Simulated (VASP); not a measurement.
Here is a VASP 6.6.1 calculation.

The input INCAR:

```
PREC = Accurate ; ENCUT = 520
EDIFF = 1E-7 ; ISMEAR = 0
SIGMA = 0.05 ; LREAL = F
LASPH = T ; NELM = 80
ALGO = Normal ; ISIF = 2
LWAVE = F ; LCHARG = F
GGA = PS ; NBANDS = 16
```

Contents of KPOINTS:

```
regular mesh
0
Gamma
  10 10 10
```

File POSCAR:

```
CdTe
1.0
    0.0000000000      3.1555669943      3.1555669943
    3.1555669943      0.0000000000      3.1555669943
    3.1555669943      3.1555669943      0.0000000000
Cd Te
1 1
Direct
    0.0000000000      0.0000000000      0.0000000000
    0.2500000000      0.2500000000      0.2500000000
```

Potentials or basis: VASP PAW PBE potentials, release 64 (Cd, Te).

Command:

```console
$ cat potpaw_PBE.64/Cd/POTCAR potpaw_PBE.64/Te/POTCAR > POTCAR
$ mpirun -np 1 vasp_std > vasp.out
```

**Question.** Estimate the band gap on the k mesh.

**Answer.** 0.90 eV, direct.

**Question.** What does it give for the pressure?

**Answer.** 4.4 GPa.

Caveat: the PAW data sets were made with another functional, which shifts forces and pressure a little; spin-orbit coupling is left out, which moves the levels of the heavy elements.
